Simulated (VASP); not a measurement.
**Ru: single point with PBEsol**

Crystal: Ru.

```
Ru
1.0
     2.70580    0.00000    0.00000
    -1.35290    2.34329    0.00000
     0.00000    0.00000    4.28190
Ru
2
Direct
  0.33333 0.66667 0.25000
  0.66667 0.33333 0.75000
```

| Property | Result |
| --- | --- |
| Program | VASP 6.6.1 |
| Task | single point |
| Functional | PBEsol |
| Potentials or basis | VASP PAW PBE potentials, release 64 (Ru_pv) |
| Cutoff | 520 eV |
| k mesh | 5 × 5 × 3 |
| Occupations | fermi-dirac, width 0.05 eV |
| Spin | no spin polarisation |

```json
{
 "Pressure": "-7.1 GPa",
 "Band gap on the k mesh": "zero (band 14 reaches 13.77 eV, above the bottom of band 15 at 11.38 eV)"
}
```

Stress tensor (GPa, compression positive):
```
-8.94  0.00  0.00
 0.00 -8.94  0.00
 0.00  0.00 -3.56
```

Levels at points of the mesh, in eV from the Fermi level:
```csv
k point,band 11,band 12,band 13,band 14,band 15,band 16,band 17,band 18
"(0.00, 0.00, 0.00)",-2.48,-1.98,-1.98,-1.43,-1.43,1.14,1.16,1.16
```

It took 5.9 s on 1 thread of Intel(R) Xeon(R) Platinum 8259CL CPU @ 2.50GHz (Skylake/Cascade Lake), on a shared host, peak memory 0.13 GiB.

Caveat: the k points lie up to 0.54 Å⁻¹ apart; the PAW data sets were made with another functional, which shifts forces and pressure a little.
